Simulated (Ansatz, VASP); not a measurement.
Two plane-wave programs on Cd

```xyz
2
Lattice="2.4622 0.0000 0.0000 -1.2311 2.1324 0.0000 0.0000 0.0000 3.9556" Properties=species:S:1:pos:R:3 pbc="T T T"
Cd    0.0000    1.4216    0.9889
Cd    1.2311    0.7108    2.9667
```

Change from the starting cell: volume scaled by 0.5, PAW files.

Alike in both runs: task single point; functional PBEsol; k mesh 14 × 14 × 8; occupations fermi-dirac, width 0.05 eV; no spin polarisation.

```csv
,VASP,Ansatz
version,VASP 6.6.1,Ansatz 0.2.0
potentials or method,"VASP PAW PBE potentials, release 64 (Cd_sv_GW)","PAW with Ansatz's default frozen-core files, scalar-relativistic"
plane-wave cutoff (eV),630,420
valence electrons in the cell,40,40
```

|  | VASP | Ansatz | Ansatz less VASP |
| --- | --- | --- | --- |
| pressure (GPa) | 286.1 | 285.8 | -0.21 |
| traceless stress, the component that is largest in VASP (GPa) | 0.32 | 0.26 | -0.058 |

VASP's potentials were made for PBE, not for PBEsol. Both programs put the cell under a high pressure, so it lies far from rest at this level. The functional is the same, so the differences come from potentials, cutoffs and numerics.

Noted on VASP's run: the cell as given lies far from equilibrium.
